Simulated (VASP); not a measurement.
A run of VASP 6.6.1 is set up as follows.

The input INCAR:

```
PREC = Accurate
ENCUT = 520
EDIFF = 1E-6
ISMEAR = 0
SIGMA = 0.15
LREAL = False
LASPH = True
NELM = 100
ALGO = Fast
ISIF = 2
LWAVE = False
LCHARG = False
GGA = PS
NBANDS = 25
```

The input KPOINTS:

```
Automatic mesh
0
Gamma
  16 16 8
```

POSCAR

```
AlRu
1.0
    2.9763250904      0.0000000000      0.0000000000
    0.0000000000      2.9763250904      0.0000000000
    0.0000000000      0.0000000000      5.9526501809
Al Ru
2 2
Direct
    0.0000000000      0.0000000000     -0.0122634453
    0.0000000000      0.0000000000      0.5122634453
    0.4741291701      0.5000000000      0.2500000000
    0.5258708299      0.5000000000      0.7500000000
```

Potentials or basis: VASP PAW PBE potentials, release 64 (Al, Ru_pv).

Launch:

```bash
$ cat potpaw_PBE.64/Al/POTCAR potpaw_PBE.64/Ru_pv/POTCAR > POTCAR
$ mpirun -np 1 vasp_std > vasp.out
```

Predict the largest force.

0.914 eV/Å.

What does it give for the pressure?

1.2 GPa.

Stress tensor (GPa, compression positive):
```
0.96 0.00 0.00
0.00 1.22 0.00
0.00 0.00 1.55
```

Caveat: the cell differs from its parent crystal (atoms displaced along several vibrational modes); the PAW data sets were made with another functional, which shifts forces and pressure a little.
